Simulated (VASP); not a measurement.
A run of VASP 6.6.1 is set up as follows.

File INCAR:

```
SYSTEM = WSe2
PREC = Accurate
ENCUT = 520
EDIFF = 1E-7
ISMEAR = 0
SIGMA = 0.1
LREAL = .False.
LASPH = .True.
NELM = 60
ALGO = Normal
ISIF = 2
LWAVE = .False.
LCHARG = .False.
GGA = PE
IVDW = 13
NBANDS = 35
```

KPOINTS

```
Automatic mesh
0
Gamma
  6 6 2
  0 0 0
```

File POSCAR:

```
WSe2
1.0
    3.2900000000      0.0000000000      0.0000000000
   -1.6450000000      2.8492235785      0.0000000000
    0.0000000000      0.0000000000     12.9700000000
W Se
2 4
Direct
    0.3333333333      0.6666666667      0.2500000000
    0.6666666667      0.3333333333      0.7500000000
    0.3333333333      0.6666666667      0.6210000000
    0.6666666667      0.3333333333      0.1210000000
    0.3333333333      0.6666666667      0.8790000000
    0.6666666667      0.3333333333      0.3790000000
```

Potentials or basis: VASP PAW PBE potentials, release 64 (W_sv, Se).

Command:

```console
$ cat potpaw_PBE.64/W_sv/POTCAR potpaw_PBE.64/Se/POTCAR > POTCAR
$ mpirun -np 1 vasp_std > vasp.out
```

(1) Estimate the largest force.

(2) What does it give for the band gap on the k mesh?

(3) What does it give for the dispersion energy per atom?

## Answers

(1) 0.224 eV/Å.

(2) 0.97 eV, indirect (least direct gap 1.52 eV).

(3) -0.488 eV.

Caveat: spin-orbit coupling is left out, which moves the levels of the heavy elements.

**What was measured.**

“Time-resolved XUV ARPES with tunable 24–33 eV laser pulses at 30 meV resolution”, 2019, pmc:6684652 reports, for a bulk crystal of WSe2: band gap 1.3 eV (indirect).

Against the measured gap of WSe2, 1.3 eV (indirect; “Time-resolved XUV ARPES with tunable 24–33 eV laser pulses at 30 meV resolution”, 2019, pmc:6684652), the calculated 0.97 eV is off by -0.33 eV. Spin-orbit coupling on Se, W is left out. The value is that of PBE+D4 on a finite k mesh, which can miss the band edges, without temperature or zero-point motion. Semilocal functionals fall short of measured gaps as a rule.
